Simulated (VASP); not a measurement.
# La5O (P-62m) in VASP: further runs

The runs below take La5O through single point, with PBE.

All numbers are computed with VASP 6.6.1; they aren't measurements. Logs are shortened: lines on timing, memory, paths and dates and some standing lists are left out, and cuts for length are marked.

### 1 The cell of the first run

The structure is hexagonal, space group P-62m (No. 189). The conventional cell has a = 7.797 Å, b = 7.797 Å, c = 3.489 Å, α = 90.00°, β = 90.00°, γ = 120.00°. La (site symmetry m2m) has 2 O at 2.63 Å and 8 La at 3.41 to 3.49 Å within 3.5 Å. La (site symmetry -6) has 11 La at 3.44 to 4.50 Å and 3 O at 4.50 Å within 4.6 Å. Within 3.5 Å of O (site symmetry -62m) lie 6 La at 2.63 Å and 2 O at 3.49 Å.

The cell was generated, and may not be a known phase.

### 2 Single point, PBE

File INCAR:

```
ALGO = Normal ; EDIFF = 1E-6
ENCUT = 520 ; GGA = PE
ISIF = 2 ; ISMEAR = 0
LASPH = True ; LCHARG = False
LREAL = False ; LWAVE = False
NBANDS = 40 ; NELM = 80
PREC = Accurate ; SIGMA = 0.1
```

File KPOINTS:

```
k-points
0
Gamma
  6 6 8
```

File POSCAR:

```
La5O
1.0
    7.7966179823      0.0000000033      0.0000000000
   -3.8983089940      6.7520692346      0.0000000000
    0.0000000000      0.0000000000      3.4893289065
La O
5 1
Direct
    0.7473250910      0.0000000000      0.0000000000
    0.6666666667      0.3333333333      0.5000000000
    0.2526749090      0.2526749090      0.0000000000
    0.3333333333      0.6666666667      0.5000000000
    0.0000000000      0.7473250910      0.0000000000
    0.0000000000      0.0000000000      0.5000000000
```

Potentials or basis: VASP PAW PBE potentials, release 64 (La, O).

Command:

```console
> cat potpaw_PBE.64/La/POTCAR potpaw_PBE.64/O/POTCAR > POTCAR
> mpirun -np 1 vasp_std > vasp.out
```

OUTCAR:

```text
EDIFF = 1E-6
   ENCUT = 520
   GGA = PE
   ISIF = 2
   ISMEAR = 0
   LASPH = True
   LREAL = False
   NELM = 80
   PREC = Accurate

 ion  position               nearest neighbor table
   1  0.747  0.000  0.000-   6 2.63   6 2.63   5 3.41   3 3.41   2 3.44   2 3.44   4 3.44   4 3.44

   2  0.667  0.333  0.500-   1 3.44   1 3.44   5 3.44   5 3.44   3 3.44   3 3.44
   3  0.253  0.253  0.000-   6 2.63   6 2.63   5 3.41   1 3.41   4 3.44   4 3.44   2 3.44   2 3.44

   4  0.333  0.667  0.500-   5 3.44   5 3.44   1 3.44   1 3.44   3 3.44   3 3.44
   5  0.000  0.747  0.000-   6 2.63   6 2.63   3 3.41   1 3.41   4 3.44   4 3.44   2 3.44   2 3.44

   6  0.000  0.000  0.500-   5 2.63   5 2.63   3 2.63   3 2.63   1 2.63   1 2.63

  LATTYP: Found a hexagonal cell.
 ALAT       =     7.7966179823
 C/A-ratio  =     0.4475439113

  Lattice vectors:

 A1 = (   7.7966179823,   0.0000000033,   0.0000000000)
 A2 = (  -3.8983089940,   6.7520692346,   0.0000000000)
 A3 = (   0.0000000000,   0.0000000000,   3.4893289065)

Analysis of symmetry for initial positions (statically):
=====================================================================
 Subroutine PRICEL returns:
 Original cell was already a primitive cell.

 Routine SETGRP: Setting up the symmetry group for a
 hexagonal supercell.

 Subroutine GETGRP returns: Found 12 space group operations
 (whereof 12 operations were pure point group operations)
 out of a pool of 24 trial point group operations.

The static configuration has the point symmetry D_3h.

Analysis of symmetry for dynamics (positions and initial velocities):
=====================================================================
 Subroutine PRICEL returns:
 Original cell was already a primitive cell.

 Routine SETGRP: Setting up the symmetry group for a
 hexagonal supercell.

 Subroutine GETGRP returns: Found 12 space group operations
 (whereof 12 operations were pure point group operations)
 out of a pool of 24 trial point group operations.

The dynamic configuration has the point symmetry D_3h.

 Subroutine INISYM returns: Found 12 space group operations
 (whereof 12 operations are pure point group operations),
 and found     1 'primitive' translations

----------------------------------------------------------------------------------------

                                     Primitive cell

  volume of cell :     183.6898

  direct lattice vectors                    reciprocal lattice vectors
     7.796617982  0.000000003  0.000000000     0.128260741  0.074051373  0.000000000
    -3.898308994  6.752069235  0.000000000    -0.000000000  0.148102747  0.000000000
     0.000000000  0.000000000  3.489328906     0.000000000  0.000000000  0.286588059

  length of vectors
     7.796617982  7.796617982  3.489328906     0.148102747  0.148102747  0.286588059

  position of ions in fractional coordinates (direct lattice)
     0.747325091  0.000000000  0.000000000
     0.666666667  0.333333333  0.500000000
     0.252674909  0.252674909  0.000000000
     0.333333333  0.666666667  0.500000000
     1.000000000  0.747325091  0.000000000
     0.000000000  0.000000000  0.500000000

  ion indices of the primitive-cell ions
   primitive index   ion index
                 1           1
                 2           2
                 3           3
                 4           4
                 5           5
                 6           6

----------------------------------------------------------------------------------------

 KPOINTS: k-points

Automatic generation of k-mesh.
 Grid dimensions read from file:
 generate k-points for:    6    6    8

 Generating k-lattice:

  Cartesian coordinates                     Fractional coordinates (reciprocal lattice)
     0.021376790  0.012341896  0.000000000     0.166666667  0.000000000  0.000000000
    -0.000000000  0.024683791  0.000000000     0.000000000  0.166666667  0.000000000
     0.000000000  0.000000000  0.035823507     0.000000000  0.000000000  0.125000000

  Length of vectors
     0.024683791  0.024683791  0.035823507

  Shift w.r.t. Gamma in fractional coordinates (k-lattice)
     0.000000000  0.000000000  0.000000000

 Subroutine IBZKPT returns following result:
 ===========================================

 Found     35 irreducible k-points:

 Following reciprocal coordinates:
            Coordinates               Weight
  0.000000  0.000000  0.000000      1.000000
  0.166667  0.000000  0.000000      6.000000
  0.333333 -0.000000  0.000000      6.000000
  0.500000 -0.000000  0.000000      3.000000
  0.166667  0.166667  0.000000      6.000000
  0.333333  0.166667  0.000000     12.000000
[... 16 lines left out ...]
  0.166667  0.000000  0.375000     12.000000
  0.333333 -0.000000  0.375000     12.000000
 [... further k-points ...]
   k-points           NKPTS =     35   k-points in BZ     NKDIM =     35   number of bands    NBANDS=     40
   number of dos      NEDOS =    301   number of ions     NIONS =      6
   total plane-waves  NPLWV = 100800
   dimension x,y,z NGX =    60 NGY =   60 NGZ =   28
   dimension x,y,z NGXF=   120 NGYF=  120 NGZF=   56
   ions per type =               5   1
   NGX,Y,Z   is equivalent  to a cutoff of  12.79, 12.79, 13.34 a.u.
   NGXF,Y,Z  is equivalent  to a cutoff of  25.59, 25.59, 26.68 a.u.
 SYSTEM =  unknown system
   PREC   = accura    normal or accurate (medium, high low for compatibility)
   ISTART =      0    job   : 0-new  1-cont  2-samecut
   ICHARG =      2    charge: 1-file 2-atom 10-const
   ISPIN  =      1    spin polarized calculation?
   LNONCOLLINEAR =      F non collinear calculations
   LSORBIT =      F    spin-orbit coupling
   LASPH  =      T    aspherical Exc in radial PAW
   ENCUT  =  520.0 eV  38.22 Ry    6.18 a.u.  14.50 14.50  6.49*2*pi/ulx,y,z
   NELM   =     80;   NELMIN=  2; NELMDL= -5     # of ELM steps
   EDIFF  = 0.1E-05   stopping-criterion for ELM
   LREAL  =      F    real-space projection
   EDIFFG = 0.1E-04   stopping-criterion for IOM
   NSW    =      0    number of steps for IOM
   IBRION =     -1    ionic relax: 0-MD 1-quasi-New 2-CG
   NFREE  =      0    steps in history (QN), initial steepest desc. (CG)
   ISIF   =      2    stress and relaxation
   ISYM   =      2    0-nonsym 1-usesym 2-fastsym
   POTIM  = 0.5000    time-step for ionic-motion
   TEBEG  =    0.0;   TEEND  =   0.0 temperature during run
   PSTRESS=    0.0 pullay stress
   NELECT =      61.0000    total number of electrons
   NUPDOWN=      -1.0000    fix difference up-down
   EMIN   =  10.00;   EMAX   =-10.00  energy-range for DOS
   EFERMI =   0.00;   METHOD = LEGACY
   ISMEAR =     0;   SIGMA  =   0.10  broadening in eV -4-tet -1-fermi 0-gaus
   EFERMI_NEDOS =   21; number of points for ismear=-14 and -15
   IALGO  =     38    algorithm
   IMIX   =      4    mixing-type and parameters
     AMIX     =   0.40;   BMIX     =  1.00
     AMIX_MAG =   1.60;   BMIX_MAG =  1.00
  volume/ion in A,a.u.               =      30.61       206.60
  Fermi-wavevector in a.u.,A,eV,Ry     =   1.133678  2.142341 17.486562  1.285226
  Thomas-Fermi vector in A             =   2.270381
   LORBIT       =      0    0 simple, 1 ext, 2 COOP (PROOUT), +10 PAW based schemes
   GGA     = PE    functional components
   LHFCALC =     F    Hartree Fock is set to
   AEXX    =    0.0000 exact exchange contribution
   IVDW    =     0    specifies the selected vdW correction
   LEPSILON=     F    determine dielectric tensor
   LRPA    =     F    only Hartree local field effects (RPA)
 non-spin polarized calculation
 Gauss-broadening in eV      SIGMA  =   0.10
  energy-cutoff  :      520.00
  volume of cell :      183.69
 maximum number of plane-waves:      4980
 NGX is ok and might be reduce to    60
   NGX = 29   NGY = 29   NGZ = 13

 number of electron      60.9999994 magnetization

 Free energy of the ion-electron system (eV)
  ---------------------------------------------------
  ext. energy  EPLUGINS =         0.00000000
  ---------------------------------------------------
  free energy    TOTEN  =       -31.84305484 eV

  energy without entropy =      -31.78926075  energy(sigma->0) =      -31.81615779

 E-fermi :   8.1952     XC(G=0):  -9.7457

 val. band max:        8.1943667557   @ k =   0.3333   0.3333   0.1250
 cond. band min:       8.2008426162   @ k =   0.1667   0.1667   0.2500
 fundamental gap:      0.0064758605
 Fermi energy:         8.1952469769

 k-point     1 :       0.0000    0.0000    0.0000
  band No.  band energies     occupation
      1     -24.8273      2.00000
      2     -24.5737      2.00000
      3     -24.5737      2.00000
      4     -24.4185      2.00000
      5     -24.3254      2.00000
      6     -11.3181      2.00000
[... 32 lines left out ...]
     39       9.8449      0.00000
     40       9.8514      0.00000

 k-point     2 :       0.1667    0.0000    0.0000
  band No.  band energies     occupation
      1     -24.8142      2.00000
      2     -24.5928      2.00000
      3     -24.5859      2.00000
      4     -24.4048      2.00000
      5     -24.3208      2.00000
      6     -11.3238      2.00000
[... 32 lines left out ...]
     39       9.8075      0.00000
     40       9.8967      0.00000

 k-point     3 :       0.3333   -0.0000    0.0000
  band No.  band energies     occupation
      1     -24.7787      2.00000
      2     -24.6413      2.00000
      3     -24.6046      2.00000
      4     -24.3786      2.00000
      5     -24.3152      2.00000
      6     -11.3351      2.00000
[... 32 lines left out ...]
     39       9.7873      0.00000
     40       9.8831      0.00000

 k-point     4 :       0.5000   -0.0000    0.0000
  band No.  band energies     occupation
      1     -24.7463      2.00000
      2     -24.6800      2.00000
      3     -24.6124      2.00000
      4     -24.3652      2.00000
      5     -24.3145      2.00000
      6     -11.3407      2.00000
[... 32 lines left out ...]
     39       9.9000      0.00000
     40       9.9197      0.00000
[... 772 lines left out ...]
     39       9.7855      0.00000
     40       9.8344      0.00000

 k-point    23 :       0.1667    0.0000    0.3750
  band No.  band energies     occupation
      1     -24.6091      2.00000
      2     -24.4537      2.00000
      3     -24.4499      2.00000
      4     -24.2907      2.00000
      5     -24.2805      2.00000
      6     -11.2073      2.00000
[... 32 lines left out ...]
     39       9.8102      0.00000
     40       9.8425      0.00000

 k-point    24 :       0.3333   -0.0000    0.3750
  band No.  band energies     occupation
      1     -24.5994      2.00000
      2     -24.4667      2.00000
      3     -24.4544      2.00000
      4     -24.2870      2.00000
      5     -24.2764      2.00000
      6     -11.2080      2.00000
[... 32 lines left out ...]
     39       9.7881      0.00000
     40       9.8794      0.00000

 [... further k-points ...]

------------------------ aborting loop because EDIFF is reached ----------------------------------------

  FORCE on cell =-STRESS in cart. coord.  units (eV):
  Direction    XX          YY          ZZ          XY          YZ          ZX
  --------------------------------------------------------------------------------------
  -------------------------------------------------------------------------------------
  Total        0.0108991      0.0108991      0.0169437      0.0000000      0.0000000      0.0000000
  in kB        0.0950644      0.0950644      0.1477866      0.0000000      0.0000000      0.0000000
  external PRESSURE =       0.1126384 kB  Pullay stress =       0.0000000 kB

 VOLUME and BASIS-vectors are now :
 -----------------------------------------------------------------------------
  energy-cutoff  :      520.00
  volume of cell :      183.69
      direct lattice vectors                 reciprocal lattice vectors
     7.796617982  0.000000003  0.000000000     0.128260741  0.074051373  0.000000000
    -3.898308994  6.752069235  0.000000000    -0.000000000  0.148102747  0.000000000
     0.000000000  0.000000000  3.489328906     0.000000000  0.000000000  0.286588059

 POSITION                                       TOTAL-FORCE (eV/Angst)
 -----------------------------------------------------------------------------------
      5.82661      0.00000      0.00000         0.008091      0.000000      0.000000
      3.89831      2.25069      1.74466        -0.000000      0.000000      0.000000
      0.98500      1.70608      0.00000        -0.004046     -0.007007      0.000000
     -0.00000      4.50138      1.74466        -0.000000      0.000000      0.000000
     -2.91330      5.04599      0.00000        -0.004046      0.007007      0.000000
      0.00000      0.00000      1.74466        -0.000000      0.000000      0.000000
 -----------------------------------------------------------------------------------
    total drift:                                0.000000      0.000000     -0.000000

  FREE ENERGIE OF THE ION-ELECTRON SYSTEM (eV)
  ---------------------------------------------------
  free  energy   TOTEN  =       -31.8430548401 eV

  energy  without entropy=      -31.7892607471  energy(sigma->0) =      -31.81615779
```

Run time: 9.3 min. Hardware: 1 thread of Intel Xeon 8259CL, shared host; peak memory 0.43 GiB.

Results:

- Free energy: -31.8431 eV
- Pressure: 0.0 GPa
- Largest force: 0.008 eV/Å
- Band gap on the k mesh: zero (an odd number of electrons rules out a gap without spin polarisation)

Forces on the atoms (eV/Å):
```
La   0.008  0.000  0.000
La   0.000  0.000  0.000
La  -0.004 -0.007  0.000
La   0.000  0.000  0.000
La  -0.004  0.007  0.000
O    0.000  0.000  0.000
```

Levels at points of the mesh, in eV from the Fermi level:
```tsv
k point	band 29	band 30	band 31	band 32	band 33	band 34
(0.00, 0.00, 0.00)	-1.01	-0.37	-0.37	0.16	0.82	0.82
(0.50, 0.00, 0.00)	-0.87	-0.74	-0.13	0.14	0.37	0.83
(0.00, 0.00, 0.50)	-0.46	-0.20	-0.20	-0.05	0.33	0.68
(0.50, 0.00, 0.50)	-0.78	-0.32	-0.22	0.03	0.59	0.78
```

Caveat: spin-orbit coupling is left out, which moves the levels of the heavy elements.

(Continued in part 2 of 2.)
